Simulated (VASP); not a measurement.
Write the native input for VASP 6.6.1 that does the following.

```yaml
Task: relaxation of cell and atoms
Functional: r2SCAN
Potentials_or_basis: VASP PAW PBE potentials, release 64 (Y_sv)
Cutoff: 600 eV
k_mesh: 20 × 20 × 20
Occupations: gaussian, width 0.1 eV
Spin: no spin polarisation
Dipole_correction: no
Further_INCAR_settings: ALGO = Normal; EDIFF = 1e-06; IBRION = 2; EDIFFG = -0.01; NSW = 100; ISIF = 3
```

Y:

```
Y
1.0
     0.00000    2.48500    2.48500
     2.48500    0.00000    2.48500
     2.48500    2.48500    0.00000
Y
1
Direct
  0.00000 0.00000 0.00000
```

This isn't the form of Y at room conditions, which is hcp.

The input as run:

POSCAR

```
Y
1.0
    0.0000000000      2.4850000000      2.4850000000
    2.4850000000      0.0000000000      2.4850000000
    2.4850000000      2.4850000000      0.0000000000
Y
1
Direct
    0.0000000000      0.0000000000      0.0000000000
```

INCAR.step1

```
  PREC = Accurate
  ENCUT = 600
  ISMEAR = 0
  SIGMA = 0.1
  LREAL = F
  LASPH = T
  NELM = 80
  GGA = PE
  ALGO = Normal
  EDIFF = 1E-4
  LWAVE = T
  LCHARG = F
```

INCAR.step2

```
  PREC = Accurate
  ENCUT = 600
  EDIFF = 1E-6
  ISMEAR = 0
  SIGMA = 0.1
  LREAL = F
  LASPH = T
  NELM = 80
  ALGO = Normal
  ISIF = 3
  LWAVE = F
  LCHARG = F
  METAGGA = R2SCAN
  LMIXTAU = T
  IBRION = 2
  NSW = 100
  EDIFFG = -0.01
  ISTART = 1
```

KPOINTS

```
regular mesh
0
Gamma
  20 20 20
```

Potentials or basis: VASP PAW PBE potentials, release 64 (Y_sv).

Run with:

```console
$ cat potpaw_PBE.64/Y_sv/POTCAR > POTCAR
$ cp INCAR.step1 INCAR
$ mpirun -np 1 vasp_std > vasp.out
$ cp INCAR.step2 INCAR
$ mpirun -np 1 vasp_std > vasp.out
```

Results of the run:

```json
{
  "Relaxed volume": "33.23 Å³/atom",
  "Relaxed cell": "a = 3.609 Å, b = 3.609 Å, c = 3.609 Å, α = 60.00°, β = 60.00°, γ = 60.00°",
  "Space group after relaxing (to 0.1 Å)": "Fm-3m (No. 225)",
  "Energy gained by relaxing": "25.3 meV/atom",
  "Ionic steps": "3",
  "Pressure after relaxing": "0.0 GPa",
  "Band gap on the k mesh": "zero (an odd number of electrons rules out a gap without spin polarisation)"
}
```

Caveat: the PAW data sets were made with another functional, which shifts forces and pressure a little.

Run time: 16 min on 1 thread of Intel(R) Xeon(R) Platinum 8275CL CPU @ 3.00GHz (Skylake/Cascade Lake), with other jobs on the host, peak memory 0.29 GiB.
